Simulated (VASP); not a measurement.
MgS (Niningerite), 2 atoms in the cell. Symmetry: Fm-3m, No. 225, cubic system. The conventional cell has a = 5.272 Å, b = 5.272 Å, c = 5.272 Å, α = 90.00°, β = 90.00°, γ = 90.00°. S (site symmetry m-3m) has 6 Mg at 2.64 Å within 3.5 Å. Within 3.5 Å of Mg (site symmetry m-3m) lie 6 S at 2.64 Å. 

- Program: VASP 6.6.1
- Task: single point
- Functional: PBE
- Potentials or basis: VASP PAW PBE potentials, release 64 (S, Mg)
- Cutoff: 520 eV
- k mesh: 9 × 9 × 9
- Occupations: fermi-dirac, width 0.05 eV
- Spin: no spin polarisation
- Dipole correction: no
- Further INCAR settings: ALGO = Normal; EDIFF = 1e-07; NBANDS = 11

Potentials or basis: VASP PAW PBE potentials, release 64 (S, Mg).

The run is started by

```console
$ cat potpaw_PBE.64/S/POTCAR potpaw_PBE.64/Mg/POTCAR > POTCAR
$ mpirun -np 1 vasp_std > vasp.out
```

Hardware: 1 thread of Intel(R) Xeon(R) Platinum 8559C (Emerald Rapids) (shared host).

How long does it take, and how much memory?

Run time: 9.1 s on 1 thread of Intel(R) Xeon(R) Platinum 8559C (Emerald Rapids), on a shared host, peak memory 0.16 GiB. Counts: scf iterations 13, k points 35.
